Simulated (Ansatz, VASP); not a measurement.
## Zr in VASP and in Ansatz

The input INCAR:

```
SYSTEM = Zr
  ALGO = Normal
  EDIFF = 1E-8
  ENCUT = 520
  GGA = PE
  ISIF = 2
  ISMEAR = -1
  LASPH = .True.
  LCHARG = .False.
  LEFG = .True.
  LREAL = .False.
  LWAVE = .False.
  NBANDS = 19
  NELM = 80
  PREC = Accurate
  SIGMA = 0.08
```

File KPOINTS:

```
k-points
0
Gamma
  13 13 7
  0 0 0
```

The input POSCAR:

```
Zr
1.0
    3.2319982225      0.0000000000      0.0000000000
   -1.6159991112      2.7989925656      0.0000000000
    0.0000000000      0.0000000000      5.1470000000
Zr
2
Direct
    0.3333333333      0.6666666667      0.2500000000
    0.6666666667      0.3333333333      0.7500000000
```

Input for Ansatz:

```yaml
crystal:
  lattice:
    - [3.2319982225, 0.0, 0.0]
    - [-1.6159991112, 2.7989925656, 0.0]
    - [0.0, 0.0, 5.147]
  atoms:
    - { symbol: Zr, position: [0.3333333333, 0.6666666667, 0.25] }
    - { symbol: Zr, position: [0.6666666667, 0.3333333333, 0.75] }
kpoints:
  mp_grid: { grid: [13, 13, 7] }
  band_path:
    path:
      - [0.0, 0.0, 0.0]
      - [0.5, 0.0, 0.0]
      - [0.3333333333, 0.3333333333, 0.0]
      - [0.0, 0.0, 0.0]
      - [0.0, 0.0, 0.5]
      - [0.5, 0.0, 0.5]
      - [0.3333333333, 0.3333333333, 0.5]
      - [0.0, 0.0, 0.5]
      - [0.5, 0.0, 0.5]
    npoints: 14
scf:
  occupations: { method: fermi_dirac, width: 0.08 }
hamiltonian:
  xc: pbe
  pseudopotentials: { kind: paw }
output:
  forces: true
  stress: true
  eigenvalues: true
  efg: { contact_densities: true }
  populations: true
  bader: true
  dos: { projected: true, de: 0.2, e_range: [-14, 8] }
  write_density: true
  write_potential: true
  elf: true
  volumetric_format: npy
```

Alike in both runs: task electric field gradients; functional PBE; k mesh 13 × 13 × 7; occupations fermi-dirac, width 0.08 eV; no spin polarisation.

|  | VASP | Ansatz |
| --- | --- | --- |
| version | VASP 6.6.1 | Ansatz 0.2.0 |
| potentials or method | VASP PAW PBE potentials, release 64 (Zr_sv) | PAW with Ansatz's default frozen-core files, scalar-relativistic |
| plane-wave cutoff (eV) | 520 | 420 |
| valence electrons in the cell | 24 | 24 |

Ansatz gave:

| Item | Value |
| --- | --- |
| pressure (GPa) | 0.5 |
| traceless stress, the component that is largest in VASP (GPa) | 0.45 |
| size of Vzz on the site where it differs most (V/Å²) | 42.4 |

Task: Which values does VASP return?

Result: Pressure (GPa): 0.5; traceless stress, the component that is largest in VASP (GPa): 0.45; size of Vzz on the site where it differs most (V/Å²): 41.7.

With one functional, cell and mesh, what is left measures potentials, basis and numerics.
